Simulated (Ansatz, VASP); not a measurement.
**Two plane-wave programs on Au**

```xyz
1
Lattice="2.6674 0.0000 0.0000 0.0000 2.6674 0.0000 0.0000 0.0000 2.6674" Properties=species:S:1:pos:R:3 pbc="T T T"
Au    0.0000    0.0000    0.0000
```

Change from the starting cell: volume scaled by 1, PAW files.

Alike in both runs: task single point; functional LDA; k mesh 14 × 14 × 14; occupations fermi-dirac, width 0.05 eV; no spin polarisation.

|  | VASP | Ansatz |
| --- | --- | --- |
| version | VASP 6.6.1 | Ansatz 0.2.0 |
| potentials or method | VASP PAW LDA potentials, release 64 (Au) | PAW with Ansatz's default frozen-core files, scalar-relativistic |
| plane-wave cutoff (eV) | 520 | 420 |
| valence electrons in the cell | 11 | 19 |

Ansatz gave:

- pressure (GPa): 0.0

What did VASP give for the same quantities?

Pressure (GPa): 0.5.

LDA's correlation is that of Perdew and Zunger in VASP and of Perdew and Wang (1992) in Ansatz. VASP's potentials hold 11 valence electrons a cell and Ansatz's 19, so a difference there can come from the potentials and not from the codes.

Spin-orbit coupling is off throughout.
